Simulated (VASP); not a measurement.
Wanted: the native input for a VASP 6.6.1 run.

```yaml
Task: band structure
Functional: PBE
Potentials_or_basis: VASP PAW PBE potentials, release 64 (Fe, O)
Cutoff: 640 eV
k_mesh: 25 × 25 × 25
Occupations: gaussian, width 0.04 eV
Spin: collinear spin, ferromagnetic start
Starting_moments: "[3.0, 0.0] μB"
Hubbard_terms: Fe d U = 6 eV
Tolerance_level: standard
Purpose: bands
Route: KPOINTS_OPT
Further_INCAR_settings: ALGO = Normal; EDIFF = 1e-06; NBANDS = 35
```

The structure of FeO lies in POSCAR:

```
FeO
1.0
    0.0000000000      2.1554000000      2.1554000000
    2.1554000000      0.0000000000      2.1554000000
    2.1554000000      2.1554000000      0.0000000000
Fe O
1 1
Direct
    0.0000000000      0.0000000000      0.0000000000
    0.5000000000      0.5000000000      0.5000000000
```

These files were run (other wordings do the same):

INCAR

```
SYSTEM = FeO
ALGO = Normal ; EDIFF = 1E-6
ENCUT = 640 ; GGA = PE
GGA_COMPAT = .False. ; ISMEAR = 0
ISPIN = 2 ; KPAR = 2
LASPH = .True. ; LCHARG = .False.
LDAU = .True. ; LDAUJ = 0 0
LDAUL = 2 -1 ; LDAUTYPE = 2
LDAUU = 6 0 ; LMAXMIX = 4
LORBIT = 11 ; LREAL = .False.
LWAVE = .False. ; MAGMOM = 3 0
NBANDS = 35 ; NELM = 200
PREC = Accurate ; SIGMA = 0.04
```

KPOINTS

```
Automatic mesh
0
Gamma
  25 25 25
  0 0 0
```

KPOINTS_OPT

```
path GXWKGLUWLK,UX
12
line-mode
reciprocal
 0.0000000000  0.0000000000  0.0000000000  G
 0.5000000000  0.0000000000  0.5000000000  X

 0.5000000000  0.0000000000  0.5000000000  X
 0.5000000000  0.2500000000  0.7500000000  W

 0.5000000000  0.2500000000  0.7500000000  W
 0.3750000000  0.3750000000  0.7500000000  K

 0.3750000000  0.3750000000  0.7500000000  K
 0.0000000000  0.0000000000  0.0000000000  G

 0.0000000000  0.0000000000  0.0000000000  G
 0.5000000000  0.5000000000  0.5000000000  L

 0.5000000000  0.5000000000  0.5000000000  L
 0.6250000000  0.2500000000  0.6250000000  U

 0.6250000000  0.2500000000  0.6250000000  U
 0.5000000000  0.2500000000  0.7500000000  W

 0.5000000000  0.2500000000  0.7500000000  W
 0.5000000000  0.5000000000  0.5000000000  L

 0.5000000000  0.5000000000  0.5000000000  L
 0.3750000000  0.3750000000  0.7500000000  K

 0.6250000000  0.2500000000  0.6250000000  U
 0.5000000000  0.0000000000  0.5000000000  X
```

Potentials or basis: VASP PAW PBE potentials, release 64 (Fe, O).

Launch:

```sh
$ cat potpaw_PBE.64/Fe/POTCAR potpaw_PBE.64/O/POTCAR > POTCAR
$ mpirun -np 2 vasp_std > vasp.out
```

It gave:

- Pressure: -1.5 GPa
- Band gap along the path: zero within the smearing
- Net moment: 4.01 μB per cell
- Site moments: Fe +3.91; O +0.16 μB
- Valence electrons inside the program's atomic spheres: Fe 6.75; O 5.02

Caveat: a cell with one magnetic atom can't hold antiferromagnetic order, which such compounds often take.

Wall time 7.3 min on 2 MPI ranks on Intel(R) Xeon(R) Platinum 8488C (Sapphire Rapids) (shared host), peak memory 1 GiB a rank.
